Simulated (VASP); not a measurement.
# ZnS (F-43m) in VASP: a series of runs

The runs below take ZnS through vibrations by perturbation theory, with LDA.

Everything below comes from runs of VASP 6.6.1. Logs are shortened: lines on timing, memory, paths and dates and some standing lists are left out, and cuts for length are marked.

## 1. The cell of the first run

The structure is cubic, space group F-43m (No. 216). The conventional cell has a = 5.176 Å, b = 5.176 Å, c = 5.176 Å, α = 90.00°, β = 90.00°, γ = 90.00°. Within 3.0 Å of Zn (site symmetry -43m) lie 4 S at 2.24 Å. Within 3.0 Å of S (site symmetry -43m) lie 4 Zn at 2.24 Å.

## 2. Vibrations by perturbation theory, LDA

INCAR reads:

```
SYSTEM = ZnS
PREC     = Accurate       ! precision mode
ENCUT    = 520            ! plane-wave cutoff, eV
EDIFF    = 1E-8           ! SCF threshold, eV
ISMEAR   = 0              ! smearing method
SIGMA    = 0.01           ! smearing width, eV
LREAL    = .False.        ! projectors in reciprocal space
LASPH    = .True.         ! aspherical terms in the spheres
NELM     = 80             ! most SCF steps
ALGO     = Normal         ! electronic algorithm
ISIF     = 2              ! what is computed and relaxed
LWAVE    = .False.        ! write WAVECAR
LCHARG   = .True.         ! write CHGCAR
GGA      = CA             ! functional
IBRION   = 8              ! ionic algorithm
NSW      = 1              ! ionic steps
```

KPOINTS reads:

```
Automatic mesh
0
Gamma
  8 8 8
  0 0 0
```

POSCAR reads:

```
ZnS
1.0
    2.5878863262      2.5878863262      0.0000000000
   -2.5878863262      2.5878863262      0.0000000000
    0.0000000000      2.5878863262      2.5878863262
Zn S
1 1
Direct
    0.7500000000      0.2500000000      0.5000000000
    0.0000000000      0.0000000000      0.0000000000
```

Potentials or basis: VASP PAW LDA potentials, release 64 (Zn, S).

On the command line:

```
$ cat potpaw_LDA.64/Zn/POTCAR potpaw_LDA.64/S/POTCAR > POTCAR
$ mpirun -np 1 vasp_std > vasp.out
```

OUTCAR:

```text
SYSTEM = ZnS
   PREC = Accurate
   ENCUT = 520
   EDIFF = 1E-8
   ISMEAR = 0
   LREAL = .False.
   LASPH = .True.
   NELM = 80
   ISIF = 2
   GGA = CA
   IBRION = 8
   NSW = 1

 ion  position               nearest neighbor table
   1  0.750  0.250  0.500-   2 2.24   2 2.24   2 2.24   2 2.24
   2  0.000  0.000  0.000-   1 2.24   1 2.24   1 2.24   1 2.24

  LATTYP: Found a face centered cubic cell.
 ALAT       =     5.1757726524

  Lattice vectors:

 A1 = (   0.0000000000,   2.5878863262,   2.5878863262)
 A2 = (   2.5878863262,   0.0000000000,   2.5878863262)
 A3 = (   2.5878863262,   2.5878863262,   0.0000000000)

Analysis of symmetry for initial positions (statically):
=====================================================================
 Subroutine PRICEL returns:
 Original cell was already a primitive cell.

 Routine SETGRP: Setting up the symmetry group for a
 face centered cubic supercell.

 Subroutine GETGRP returns: Found 24 space group operations
 (whereof 24 operations were pure point group operations)
 out of a pool of 48 trial point group operations.

The static configuration has the point symmetry T_d .

Analysis of symmetry for dynamics (positions and initial velocities):
=====================================================================
 Subroutine PRICEL returns:
 Original cell was already a primitive cell.

 Routine SETGRP: Setting up the symmetry group for a
 face centered cubic supercell.

 Subroutine GETGRP returns: Found 24 space group operations
 (whereof 24 operations were pure point group operations)
 out of a pool of 48 trial point group operations.

The dynamic configuration has the point symmetry T_d .

 Subroutine INISYM returns: Found 24 space group operations
 (whereof 24 operations are pure point group operations),
 and found     1 'primitive' translations

----------------------------------------------------------------------------------------

                                     Primitive cell

  volume of cell :      34.6630

  direct lattice vectors                    reciprocal lattice vectors
     2.587886326  2.587886326  0.000000000     0.193207868  0.193207868 -0.193207868
    -2.587886326  2.587886326  0.000000000    -0.193207868  0.193207868 -0.193207868
     0.000000000  2.587886326  2.587886326     0.000000000  0.000000000  0.386415736

  length of vectors
     3.659823940  3.659823940  3.659823940     0.334645844  0.334645844  0.386415736

  position of ions in fractional coordinates (direct lattice)
     0.750000000  0.250000000  0.500000000
     0.000000000  0.000000000  0.000000000

  ion indices of the primitive-cell ions
   primitive index   ion index
                 1           1
                 2           2

----------------------------------------------------------------------------------------

 KPOINTS: Automatic mesh

Automatic generation of k-mesh.
 Grid dimensions read from file:
 generate k-points for:    8    8    8

 Generating k-lattice:

  Cartesian coordinates                     Fractional coordinates (reciprocal lattice)
     0.024150984  0.024150984 -0.024150984     0.125000000  0.000000000  0.000000000
    -0.024150984  0.024150984 -0.024150984     0.000000000  0.125000000  0.000000000
     0.000000000  0.000000000  0.048301967     0.000000000  0.000000000  0.125000000

  Length of vectors
     0.041830730  0.041830730  0.048301967

  Shift w.r.t. Gamma in fractional coordinates (k-lattice)
     0.000000000  0.000000000  0.000000000

[... 82 lines left out ...]
 Gauss-broadening in eV      SIGMA  =   0.01
  energy-cutoff  :      520.00
  volume of cell :       34.66
 maximum number of plane-waves:       950
   NGX = 13   NGY = 13   NGZ = 13

--------------------------------------- Ionic step        1  -------------------------------------------

 number of electron      17.9999987 magnetization

 Free energy of the ion-electron system (eV)
  ---------------------------------------------------
  ext. energy  EPLUGINS =         0.00000000
  ---------------------------------------------------
  free energy    TOTEN  =        -8.15138754 eV

  energy without entropy =       -8.15138754  energy(sigma->0) =       -8.15138754

 E-fermi :   3.3469     XC(G=0): -10.6434

 val. band max:        3.2468585089   @ k =   0.0000   0.0000   0.0000
 cond. band min:       5.7310117048   @ k =   0.0000   0.0000   0.0000
 fundamental gap:      2.4841531958
 Fermi energy:         3.3469346079

 k-point     1 :       0.0000    0.0000    0.0000
  band No.  band energies     occupation
      1     -10.8562      2.00000
      2      -3.8634      2.00000
      3      -3.8634      2.00000
      4      -3.8634      2.00000
      5      -3.2210      2.00000
      6      -3.2210      2.00000
      7       3.2469      2.00000
      8       3.2469      2.00000
      9       3.2469      2.00000
     10       5.7310      0.00000
     11       9.3811      0.00000
     12       9.3811      0.00000
     13       9.3811      0.00000
[... 354 lines left out ...]
  band No.  band energies     occupation
      1      -9.4432      2.00000
      2      -3.7238      2.00000
      3      -3.6371      2.00000
      4      -3.3312      2.00000
      5      -3.2074      2.00000
      6      -2.8742      2.00000
      7      -2.4829      2.00000
      8       0.3995      2.00000
      9       1.4141      2.00000
     10       8.3223      0.00000
     11       8.8797      0.00000
     12      11.2260      0.00000
     13      12.4465      0.00000

 [... further k-points ...]

------------------------ aborting loop because EDIFF is reached ----------------------------------------

  FORCE on cell =-STRESS in cart. coord.  units (eV):
  Direction    XX          YY          ZZ          XY          YZ          ZX
  --------------------------------------------------------------------------------------
  -------------------------------------------------------------------------------------
  Total        1.5858006      1.5858006      1.5858006      0.0000000      0.0000000     -0.0000000
  in kB       73.2982447     73.2982447     73.2982447      0.0000000      0.0000000     -0.0000000
  external PRESSURE =      73.2982447 kB  Pullay stress =       0.0000000 kB

 VOLUME and BASIS-vectors are now :
 -----------------------------------------------------------------------------
  energy-cutoff  :      520.00
  volume of cell :       34.66
      direct lattice vectors                 reciprocal lattice vectors
     2.587886326  2.587886326  0.000000000     0.193207868  0.193207868 -0.193207868
    -2.587886326  2.587886326  0.000000000    -0.193207868  0.193207868 -0.193207868
     0.000000000  2.587886326  2.587886326     0.000000000  0.000000000  0.386415736

 POSITION                                       TOTAL-FORCE (eV/Angst)
 -----------------------------------------------------------------------------------
      1.29394      3.88183      1.29394         0.000000     -0.000000      0.000000
      0.00000      0.00000      0.00000        -0.000000      0.000000      0.000000
 -----------------------------------------------------------------------------------
    total drift:                               -0.000001      0.000000      0.000000

  FREE ENERGIE OF THE ION-ELECTRON SYSTEM (eV)
  ---------------------------------------------------
  free  energy   TOTEN  =        -8.1513875448 eV

  energy  without entropy=       -8.1513875448  energy(sigma->0) =       -8.15138754

[... ionic steps 2 to 3 ...]

--------------------------------------- Ionic step        4  -------------------------------------------

------------------------ aborting loop because EDIFF is reached ----------------------------------------

[... ionic steps 5 to 6 ...]

--------------------------------------- Ionic step        7  -------------------------------------------

 Free energy of the ion-electron system (eV)
  ---------------------------------------------------
  ---------------------------------------------------
  free energy    TOTEN  =        -0.10365576 eV

  energy without entropy =       -0.10365576

------------------------ aborting loop because EDIFF is reached ----------------------------------------

 INTERNAL STRAIN TENSOR  FOR ION    2  DIRECTION 1   (eV/Angst):
 -----------------------------------------------------------------------------
     0.04749  0.00000 -0.00000
     0.00000 -0.05295 -9.68063
    -0.00000 -9.68063 -0.05295

 INTERNAL STRAIN TENSOR FOR ION    2 for displacements in x,y,z  (eV/Angst):
          X           Y           Z          XY          YZ          ZX
  --------------------------------------------------------------------------------
  x     0.00000     0.00000     0.00000     0.00000    -9.68063    -0.00000
  y     0.00000     0.00000     0.00000    -0.00000     0.00000    -9.68063
  z     0.00000     0.00000     0.00000    -9.68063    -0.00000     0.00000

 SECOND DERIVATIVES (NOT SYMMETRIZED)
 ------------------------------------
               1X          1Y          1Z          2X          2Y          2Z
  1X    -8.494927   -0.000000    0.000000    8.494927    0.000000   -0.000000
  1Y     0.000000   -8.494927   -0.000000   -0.000000    8.494927    0.000000
  1Z     0.000000   -0.000000   -8.494927   -0.000000    0.000000    8.494927
  2X     8.533635    0.000000   -0.000000   -8.533635   -0.000000    0.000000
  2Y    -0.000000    8.533635    0.000000    0.000000   -8.533635   -0.000000
  2Z    -0.000000    0.000000    8.533635    0.000000   -0.000000   -8.533635

 Eigenvectors and eigenvalues of the dynamical matrix
 ----------------------------------------------------

   1 f  =    9.838296 THz    61.815840 2PiTHz  328.170245 cm-1    40.687906 meV
             X         Y         Z           dx          dy          dz
      1.293943  3.881829  1.293943     0.000000   -0.000000   -0.572737
      0.000000  0.000000  0.000000    -0.000000   -0.000000    0.819739
[... 21 lines left out ...]
   6 f/i=    0.010500 THz     0.065971 2PiTHz    0.350228 cm-1     0.043423 meV
             X         Y         Z           dx          dy          dz
      1.293943  3.881829  1.293943    -0.819547   -0.013187    0.011851
      0.000000  0.000000  0.000000    -0.572603   -0.009213    0.008280

--------------------------------------------------------------------------------------------------------

 ELASTIC MODULI CONTR FROM IONIC RELAXATION (kBar)
 Direction    XX          YY          ZZ          XY          YZ          ZX
 --------------------------------------------------------------------------------
 XX          -0.0000      0.0000      0.0000     -0.0000      0.0000     -0.0000
 YY           0.0000     -0.0000     -0.0000     -0.0000     -0.0000      0.0000
 ZZ           0.0000     -0.0000     -0.0000      0.0000     -0.0000     -0.0000
 XY          -0.0000     -0.0000      0.0000   -507.5339      0.0000      0.0000
 YZ           0.0000     -0.0000     -0.0000      0.0000   -507.5339      0.0000
 ZX          -0.0000      0.0000     -0.0000      0.0000      0.0000   -507.5339
 --------------------------------------------------------------------------------
```

Wall time 89 s (1 thread of Intel Xeon Platinum 8559C (Emerald Rapids), shared host); peak memory 0.23 GiB.

Results:

- Highest phonon frequency at Γ, LO-TO splitting left out: 328 cm⁻¹

Phonon frequencies in cm⁻¹ (negative: imaginary):
```tsv
q point	frequencies
(0.000, 0.000, 0.000)	0 0 0 328 328 328
```

Caveat: the cell wasn't relaxed at this level first, which shifts response properties.

## 3. Vibrations by perturbation theory, LDA

This run uses another cell than the first one, of 17.81 Å³/atom, 1.028 times its volume.

INCAR reads:

```
SYSTEM = ZnS
PREC = Accurate
ENCUT = 520
EDIFF = 1E-8
ISMEAR = 0
SIGMA = 0.01
LREAL = .False.
LASPH = .True.
NELM = 60
ALGO = Normal
ISIF = 2
LWAVE = .False.
LCHARG = .False.
GGA = CA
NBANDS = 16
IBRION = 8
NSW = 1
```

KPOINTS is that of step 2.

POSCAR reads:

```
ZnS
1.0
    2.6114713560      2.6114713560      0.0000000000
   -2.6114713560      2.6114713560      0.0000000000
    0.0000000000      2.6114713560      2.6114713560
Zn S
1 1
Direct
    0.7500000000      0.2500000000      0.5000000000
    0.0000000000      0.0000000000      0.0000000000
```

Potentials or basis: VASP PAW LDA potentials, release 64 (Zn, S).

On the command line:

```
$ cat potpaw_LDA.64/Zn/POTCAR potpaw_LDA.64/S/POTCAR > POTCAR
$ mpirun -np 1 vasp_std > vasp.out
```

OUTCAR:

```text
SYSTEM = ZnS
   PREC = Accurate
   ENCUT = 520
   EDIFF = 1E-8
   ISMEAR = 0
   LREAL = .False.
   LASPH = .True.
   NELM = 60
   ISIF = 2
   GGA = CA
   IBRION = 8
   NSW = 1

 ion  position               nearest neighbor table
   1  0.750  0.250  0.500-   2 2.26   2 2.26   2 2.26   2 2.26
   2  0.000  0.000  0.000-   1 2.26   1 2.26   1 2.26   1 2.26

  LATTYP: Found a face centered cubic cell.
 ALAT       =     5.2229427120

  Lattice vectors:

 A1 = (   0.0000000000,   2.6114713560,   2.6114713560)
 A2 = (   2.6114713560,   0.0000000000,   2.6114713560)
 A3 = (   2.6114713560,   2.6114713560,   0.0000000000)

Analysis of symmetry for initial positions (statically):
=====================================================================
 Subroutine PRICEL returns:
 Original cell was already a primitive cell.

 Routine SETGRP: Setting up the symmetry group for a
 face centered cubic supercell.

 Subroutine GETGRP returns: Found 24 space group operations
 (whereof 24 operations were pure point group operations)
 out of a pool of 48 trial point group operations.

The static configuration has the point symmetry T_d .

Analysis of symmetry for dynamics (positions and initial velocities):
=====================================================================
 Subroutine PRICEL returns:
 Original cell was already a primitive cell.

 Routine SETGRP: Setting up the symmetry group for a
 face centered cubic supercell.

[... 641 lines left out ...]
      0.00000      0.00000      0.00000         0.000000      0.000000      0.000000
 -----------------------------------------------------------------------------------
    total drift:                               -0.000000      0.000000     -0.000000

  FREE ENERGIE OF THE ION-ELECTRON SYSTEM (eV)
  ---------------------------------------------------
  free  energy   TOTEN  =        -8.1860910481 eV

  energy  without entropy=       -8.1860910481  energy(sigma->0) =       -8.18609105

[... ionic steps 2 to 3 ...]

--------------------------------------- Ionic step        4  -------------------------------------------

------------------------ aborting loop because EDIFF is reached ----------------------------------------

[... ionic steps 5 to 6 ...]

--------------------------------------- Ionic step        7  -------------------------------------------

 Free energy of the ion-electron system (eV)
  ---------------------------------------------------
  ---------------------------------------------------
  free energy    TOTEN  =        -0.10370448 eV

  energy without entropy =       -0.10370448

------------------------ aborting loop because EDIFF is reached ----------------------------------------

 INTERNAL STRAIN TENSOR  FOR ION    2  DIRECTION 1   (eV/Angst):
 -----------------------------------------------------------------------------
     0.04833  0.00000 -0.00000
     0.00000 -0.05227 -8.42530
    -0.00000 -8.42530 -0.05227

 INTERNAL STRAIN TENSOR FOR ION    2 for displacements in x,y,z  (eV/Angst):
          X           Y           Z          XY          YZ          ZX
  --------------------------------------------------------------------------------
  x     0.00000     0.00000     0.00000     0.00000    -8.42530    -0.00000
  y     0.00000     0.00000     0.00000    -0.00000     0.00000    -8.42530
  z     0.00000     0.00000     0.00000    -8.42530    -0.00000     0.00000

 SECOND DERIVATIVES (NOT SYMMETRIZED)
 ------------------------------------
               1X          1Y          1Z          2X          2Y          2Z
  1X    -7.728994    0.000000   -0.000000    7.728994   -0.000000    0.000000
  1Y    -0.000000   -7.728994    0.000000    0.000000    7.728994   -0.000000
  1Z    -0.000000    0.000000   -7.728994    0.000000   -0.000000    7.728994
  2X     7.801576    0.000000    0.000000   -7.801576    0.000000    0.000000
  2Y     0.000000    7.801576    0.000000    0.000000   -7.801576    0.000000
  2Z     0.000000    0.000000    7.801576    0.000000    0.000000   -7.801576

 Eigenvectors and eigenvalues of the dynamical matrix
 ----------------------------------------------------

   1 f  =    9.399471 THz    59.058620 2PiTHz  313.532616 cm-1    38.873073 meV
             X         Y         Z           dx          dy          dz
      1.305736  3.917207  1.305736     0.571815    0.000000   -0.000000
      0.000000  0.000000  0.000000    -0.820383   -0.000000    0.000000
[... 21 lines left out ...]
   6 f/i=    0.020607 THz     0.129479 2PiTHz    0.687385 cm-1     0.085225 meV
             X         Y         Z           dx          dy          dz
      1.305736  3.917207  1.305736    -0.820383   -0.000000    0.000000
      0.000000  0.000000  0.000000    -0.571815    0.000000    0.000000

--------------------------------------------------------------------------------------------------------

 ELASTIC MODULI CONTR FROM IONIC RELAXATION (kBar)
 Direction    XX          YY          ZZ          XY          YZ          ZX
 --------------------------------------------------------------------------------
 XX           0.0000      0.0000      0.0000      0.0000      0.0000      0.0000
 YY           0.0000      0.0000      0.0000      0.0000      0.0000      0.0000
 ZZ           0.0000      0.0000      0.0000      0.0000      0.0000      0.0000
 XY           0.0000      0.0000      0.0000   -410.1313      0.0000      0.0000
 YZ           0.0000      0.0000      0.0000      0.0000   -410.1313      0.0000
 ZX           0.0000      0.0000      0.0000      0.0000      0.0000   -410.1313
 --------------------------------------------------------------------------------
```

OSZICAR:

```text
N       E                     dE             d eps       ncg     rms          rms(c)
DAV:   1     0.808117132738E+02    0.80812E+02   -0.84409E+03   928   0.135E+03
DAV:   2    -0.369768987892E+01   -0.84509E+02   -0.78749E+02  1064   0.261E+02
[... 40 lines left out ...]
RMM:   8    -0.103704723580E+00   -0.54292E-06    0.98353E-08  5558   0.299E-04    0.142E-04
RMM:   9    -0.103704477244E+00    0.24634E-06   -0.26615E-08  5818   0.936E-05    0.510E-05
RMM:  10    -0.103704462434E+00    0.14810E-07    0.19143E-08  5768   0.409E-05    0.116E-05
RMM:  11    -0.103704495964E+00   -0.33530E-07   -0.72718E-09  5729   0.197E-05    0.494E-06
RMM:  12    -0.103704474847E+00    0.21118E-07    0.13462E-09  5402   0.121E-05    0.261E-07
RMM:  13    -0.103704475754E+00   -0.90722E-09   -0.51293E-09  3599   0.920E-06    0.195E-07
 Linear response finished
```

stdout:

```text
POSCAR found type information on POSCAR ZnS
 POSCAR found :  2 types and       2 ions
 scaLAPACK will be used
 LDA part: xc-table for (Slater(with rela. corr.)+CA(PZ))
 , standard interpolation
 POSCAR, INCAR and KPOINTS ok, starting setup
 FFT: planning ... GRIDC
 FFT: planning ... GRID_SOFT
 FFT: planning ... GRID
 WAVECAR not read
 entering main loop
 Linear response reoptimize wavefunctions to high precision
 Linear response DOF=           2
 Linear response progress:
 first order change of Fermi-energy   0.14347E-01
 force on displaced ion       1 direction 1 :  -7.729  -0.000   0.000
 Linear response progress:
 first order change of Fermi-energy  -0.15163E-01
 force on displaced ion       2 direction 1 :  -7.802   0.000   0.000
 Linear response finished
```

It took 89 s on 1 thread of Intel Xeon Platinum 8559C (Emerald Rapids), shared host; peak memory 0.25 GiB.

What came out:

```
Highest phonon frequency at Γ, LO-TO splitting left out : 314 cm⁻¹
```

Phonon frequencies in cm⁻¹ (negative: imaginary):
```csv
q point,frequencies
"(0.000, 0.000, 0.000)",-1 -1 -1 314 314 314
```

Caveat: the cell wasn't relaxed at this level first, which shifts response properties.
